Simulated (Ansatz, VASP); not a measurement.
One calculation of ZnO2, two programs

```
Zn O
1.0
     4.95733    0.00000    0.00000
     0.00000    4.95733    0.00000
     0.00000    0.00000    4.95733
Zn O
4 8
Direct
  0.00000 0.50000 0.50000
  0.50000 0.50000 0.00000
  0.50000 0.00000 0.50000
  0.00000 0.00000 0.00000
  0.41258 0.08742 0.91258
  0.08742 0.91258 0.41258
  0.91258 0.41258 0.08742
  0.58742 0.58742 0.58742
  0.41258 0.41258 0.41258
  0.08742 0.58742 0.91258
  0.91258 0.08742 0.58742
  0.58742 0.91258 0.08742
```

Alike in both runs: task single point; functional r2SCAN; k mesh 4 × 4 × 4; occupations gaussian, width 0.1 eV; no spin polarisation.

|  | VASP | Ansatz |
| --- | --- | --- |
| version | VASP 6.6.1 | Ansatz 0.2.0 |
| potentials or method | VASP PAW PBE potentials, release 64 (Zn, O), cutoff 520 eV | scalar-relativistic, plane waves, PAW |
| valence electrons in the cell | 96 | 96 |

Ansatz gave:

```
gap on the k mesh at the Fermi level (eV) : 2.78
least direct gap on the mesh (eV)         : 2.87
pressure (GPa)                            : -7.9
rms of the force components (eV/Å)        : 0.096
```

Question: What did VASP give for the same quantities?

Answer: gap on the k mesh at the Fermi level (eV): 2.76; least direct gap on the mesh (eV): 2.84; pressure (GPa): -6.3; rms of the force components (eV/Å): 0.002.

VASP's potentials were made for PBE, not for r2SCAN. Atom by atom the forces differ by 0.098 eV/Å (rms over components).
